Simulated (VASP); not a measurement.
Crystal: Fe.

```xyz
1
Lattice="2.3067 0.0000 0.0000 0.0000 2.3067 0.0000 0.0000 0.0000 2.3067" Properties=species:S:1:pos:R:3 pbc="T T T"
Fe    0.0000    0.0000    0.0000
```

This isn't the form of Fe at room conditions, which is bcc.

```yaml
Program: VASP 6.6.1
Task: relaxation of cell and atoms
Functional: PBE
Potentials_or_basis: VASP PAW PBE potentials, release 64 (Fe_sv)
Cutoff: 690 eV
k_mesh: 18 × 18 × 18
Occupations: fermi-dirac, width 0.1 eV
Spin: collinear spin, ferromagnetic start
Starting_moments: "[2.5] μB"
```

At the start: pressure 11.2 GPa; volume 12.27 Å³/atom.

Q: How do energy, volume and symmetry change on relaxing?

A: Over 3 steps the energy falls by 28.6 meV/atom and the volume is 13.14 Å³/atom (+7.1 %); space group Pm-3m (No. 221, to 0.1 Å) before and after; moment 2.36 μB per cell.

Step by step:
```csv
step,energy change (eV),largest force (eV/Å),pressure (GPa),volume (Å³)
1,0.0000,0.0000,11.22,12.27
2,-0.0126,0.0000,-6.64,13.86
3,-0.0286,0.0000,-0.04,13.14
```

Final structure:
```
Fe
1.0
     2.35989    0.00000    0.00000
     0.00000    2.35989    0.00000
     0.00000    0.00000    2.35989
Fe
1
Direct
  0.00000 0.00000 0.00000
```
